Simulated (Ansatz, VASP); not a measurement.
## One calculation of Mo3N4, two programs

```
Mo N
1.0
     4.16444    0.00000    0.00000
     0.00000    4.16444    0.00000
     0.00000    0.00000    4.16444
Mo N
3 4
Cartesian
  2.0822 2.0822 0.0000
  0.0000 2.0822 2.0822
  2.0822 0.0000 2.0822
  2.0822 2.0822 2.0822
  2.0822 0.0000 0.0000
  0.0000 2.0822 0.0000
  0.0000 0.0000 2.0822
```

Alike in both runs: task relaxation of cell and atoms; functional PBEsol; k mesh 8 × 8 × 8; occupations fermi-dirac, width 0.15 eV; no spin polarisation.

```csv
,VASP,Ansatz
version,VASP 6.6.1,Ansatz 0.2.0
potentials or method,"VASP PAW PBE potentials, release 64 (Mo_sv, N), cutoff 600 eV","scalar-relativistic, plane waves, PAW"
valence electrons in the cell,62,62
```

|  | VASP | Ansatz | Ansatz less VASP |
| --- | --- | --- | --- |
| gap on the k mesh at the Fermi level, each at its own relaxed structure (eV) | none | none | - |
| relaxed volume (Å³/atom) | 10.33 | 10.33 | -0.008 |
| relaxed cell length with the largest relative difference (Å) | 4.167 | 4.166 | -0.0011 |

VASP's potentials were made for PBE, not for PBEsol. A gap of «none» marks a metal or a gap that the smearing closes.
